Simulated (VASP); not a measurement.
Wanted: the native input for a VASP 6.6.1 run.

```
Task                   : single point
Functional             : PBEsol
Potentials or basis    : VASP PAW PBE potentials, release 64 (Sn_d, O)
Cutoff                 : 520 eV
k mesh                 : 4 × 2 × 1
Occupations            : gaussian, width 0.05 eV
Spin                   : no spin polarisation
Dipole correction      : yes
Further INCAR settings : LREAL = Auto; ALGO = Normal; EDIFF = 1e-07; NBANDS = 115
```

The structure of Sn4O7 lies in POSCAR:

```
Sn4O7
1.0
    3.2120684225      0.0000000000      0.0000000000
    0.0000000000      6.7443405568      0.0000000000
    0.0000000000      0.0000000000     25.1165108352
Sn O
8 14
Direct
    0.0000000000      0.5000000000      0.2986083556
    0.5000000000      0.0000000000      0.2986083556
    0.0000000000      0.0000000000      0.4328694519
    0.5000000000      0.5000000000      0.4328694519
    0.0000000000      0.5000000000      0.5671305481
    0.5000000000      0.0000000000      0.5671305481
    0.0000000000      0.0000000000      0.7013916444
    0.5000000000      0.5000000000      0.7013916444
    0.5000000000      0.3062765040      0.2986083556
    0.5000000000      0.6937234960      0.2986083556
    0.0000000000      0.0000000000      0.3506274135
    0.0000000000      0.5000000000      0.3808503940
    0.5000000000      0.8062765040      0.4328694519
    0.5000000000      0.1937234960      0.4328694519
    0.0000000000      0.5000000000      0.4848885098
    0.0000000000      0.0000000000      0.5151114902
    0.5000000000      0.3062765040      0.5671305481
    0.5000000000      0.6937234960      0.5671305481
    0.0000000000      0.0000000000      0.6191496060
    0.0000000000      0.5000000000      0.6493725865
    0.5000000000      0.8062765040      0.7013916444
    0.5000000000      0.1937234960      0.7013916444
```

The input as run:

INCAR

```
SYSTEM = Sn4O7
PREC     = Accurate       ! precision mode
ENCUT    = 520            ! plane-wave cutoff, eV
EDIFF    = 1E-7           ! SCF threshold, eV
ISMEAR   = 0              ! smearing method
SIGMA    = 0.05           ! smearing width, eV
LREAL    = Auto         
LASPH    = .True.         ! aspherical terms in the spheres
NELM     = 100            ! most SCF steps
ALGO     = Normal         ! electronic algorithm
ISIF     = 2              ! what is computed and relaxed
LWAVE    = .False.        ! write WAVECAR
LCHARG   = .False.        ! write CHGCAR
LDIPOL   = .True.       
IDIPOL   = 3            
DIPOL    = 0.5 0.5 0.500
GGA      = PS             ! functional
NBANDS   = 115            ! bands
```

KPOINTS

```
regular mesh
0
Gamma
  4 2 1
  0 0 0
```

Potentials or basis: VASP PAW PBE potentials, release 64 (Sn_d, O).

The run is started by

```sh
$ cat potpaw_PBE.64/Sn_d/POTCAR potpaw_PBE.64/O/POTCAR > POTCAR
$ mpirun -np 1 vasp_std > vasp.out
```

Results of the run:

- Largest force: 1.964 eV/Å
- Band gap on the k mesh: zero (bands 98 and 99 overlap by 1.48 eV)

Caveat: the k points lie up to 0.49 Å⁻¹ apart, too coarse for converged energies and pressures of a metal; the PAW data sets were made with another functional, which shifts forces and pressure a little; spin-orbit coupling is left out, which moves the levels of the heavy elements.

Wall time 6.8 min on 1 thread of Intel(R) Xeon(R) 6975P-C (Granite Rapids), on a shared host, peak memory 0.61 GiB.
